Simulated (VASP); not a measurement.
Set up this calculation in VASP 6.6.1, as the native input.

```
Task                   : single point
Functional             : PBEsol
Potentials or basis    : VASP PAW PBE potentials, release 64 (Si, C)
Cutoff                 : 520 eV
k mesh                 : 12 × 12 × 6
Occupations            : gaussian, width 0.01 eV
Spin                   : no spin polarisation
Dipole correction      : no
Further INCAR settings : ALGO = Normal; EDIFF = 1e-06; NBANDS = 16
```

The structure of SiC (sol) lies in POSCAR:

```
SiC
1.0
    3.0759836400      0.0000000000      0.0000000000
   -1.5379918200      2.6638799739      0.0000000000
    0.0000000000      0.0000000000      5.0478375098
Si C
2 2
Direct
    0.3333333333      0.6666666667     -0.0625000000
    0.6666666667      0.3333333333      0.4375000000
    0.3333333333      0.6666666667      0.4375000000
    0.6666666667      0.3333333333      0.9375000000
```

The input as run:

INCAR

```
SYSTEM = SiC
PREC = Accurate
ENCUT = 520
EDIFF = 1E-6
ISMEAR = 0
SIGMA = 0.01
LREAL = .FALSE.
LASPH = .TRUE.
NELM = 60
ALGO = Normal
ISIF = 2
LWAVE = .FALSE.
LCHARG = .TRUE.
GGA = PS
LELF = .TRUE.
LVHAR = .TRUE.
NBANDS = 16
```

KPOINTS

```
Automatic mesh
0
G
  12 12 6
  0 0 0
```

Potentials or basis: VASP PAW PBE potentials, release 64 (Si, C).

The run is started by

```sh
$ cat potpaw_PBE.64/Si/POTCAR potpaw_PBE.64/C/POTCAR > POTCAR
$ mpirun -np 1 vasp_std > vasp.out
```

Results of the run:

- Pressure: 11.3 GPa
- Band gap on the k mesh: 0.60 eV, indirect (least direct gap 2.61 eV)

Caveat: the PAW data sets were made with another functional, which shifts forces and pressure a little.

Wall time 20 s on 1 thread of Intel Xeon 6975P-C, with other jobs on the host, peak memory 0.18 GiB.
